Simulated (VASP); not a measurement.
Write the native input for VASP 6.6.1 that does the following.

```yaml
Task: single point
Functional: PBEsol
Potentials_or_basis: VASP PAW PBE potentials, release 64 (Be, Se, S)
Cutoff: 520 eV
k_mesh: 6 × 4 × 3
Occupations: fermi-dirac, width 0.05 eV
Spin: no spin polarisation
Dipole_correction: no
Further_INCAR_settings: ALGO = Normal; EDIFF = 1e-06; NBANDS = 26
```

The structure of Be4Se3S (an interface model) lies in POSCAR:

```
Be4Se3S
1.0
    2.4189980000     -2.4189980000      0.0000000000
    0.0000000000      0.0000000000      4.8379970000
   -5.1882424744     -5.1882424744      0.0000000000
Be Se S
4 3 1
Direct
    0.0000000000      0.9849130000      0.9908710000
    0.0000000000      0.0112020000      0.4908740000
    0.5000000000      0.5126040000      0.7512730000
    0.5000000000      0.5125980000      0.2304200000
    0.0000000000      0.2446870000      0.7462020000
    0.0000000000      0.2446570000      0.2355380000
    0.5000000000      0.7441400000      0.4908430000
    0.5000000000      0.7452000000      0.9908500000
```

These files were run (other wordings do the same):

INCAR

```
PREC = Accurate
ENCUT = 520
EDIFF = 1E-6
ISMEAR = -1
SIGMA = 0.05
LREAL = False
LASPH = True
NELM = 120
ALGO = Normal
ISIF = 2
LWAVE = False
LCHARG = True
GGA = PS
LELF = True
LVHAR = True
NBANDS = 26
GGA_COMPAT = False
```

KPOINTS

```
Automatic mesh
0
Gamma
  6 4 3
```

Potentials or basis: VASP PAW PBE potentials, release 64 (Be, Se, S).

Run with:

```sh
$ cat potpaw_PBE.64/Be/POTCAR potpaw_PBE.64/Se/POTCAR potpaw_PBE.64/S/POTCAR > POTCAR
$ mpirun -np 1 vasp_std > vasp.out
```

Results of the run:

```
Pressure               : 6.2 GPa
Largest force          : 0.016 eV/Å
Band gap on the k mesh : 1.67 eV
```

Caveat: the PAW data sets were made with another functional, which shifts forces and pressure a little.

Wall time 2.6 min on 1 thread of Intel Xeon 8259CL, on a shared host, peak memory 0.26 GiB.
